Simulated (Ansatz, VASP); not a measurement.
## GaSb3: VASP beside Ansatz

```xyz
4
Lattice="5.0208 0.0000 0.0000 -2.5104 4.3481 0.0000 0.0000 0.0000 5.6579" Properties=species:S:1:pos:R:3 pbc="T T T"
Ga    2.5104    1.4494    0.0000
Sb    0.0000    2.8988    0.0000
Sb    0.0000    0.0000    2.8290
Sb    2.5104    1.4494    2.8290
```

Alike in both runs: functional PBE; k mesh 12 × 12 × 8; occupations gaussian, width 0.1 eV; no spin polarisation.

Ansatz relaxed the structure, and its values are those at the end. VASP's run is a single point on that final structure, the one shown.

```csv
,VASP,Ansatz
version,VASP 6.6.1,Ansatz 0.2.0
potentials or method,"VASP PAW PBE potentials, release 64 (Ga_d, Sb), cutoff 520 eV","scalar-relativistic, plane waves, PAW"
valence electrons in the cell,28,58
```

```tsv
	VASP	Ansatz	Ansatz less VASP
gap on the k mesh at the Fermi level (eV)	none	none	-
pressure (GPa)	0.0	0.0	-0.02
```

A gap of «none» marks a metal or a gap that the smearing closes. The functional is the same, so the differences come from potentials, cutoffs and numerics. VASP's potentials hold 28 valence electrons a cell and Ansatz's 58, so a difference there can come from the potentials and not from the codes.

Neither program's run includes spin-orbit coupling.
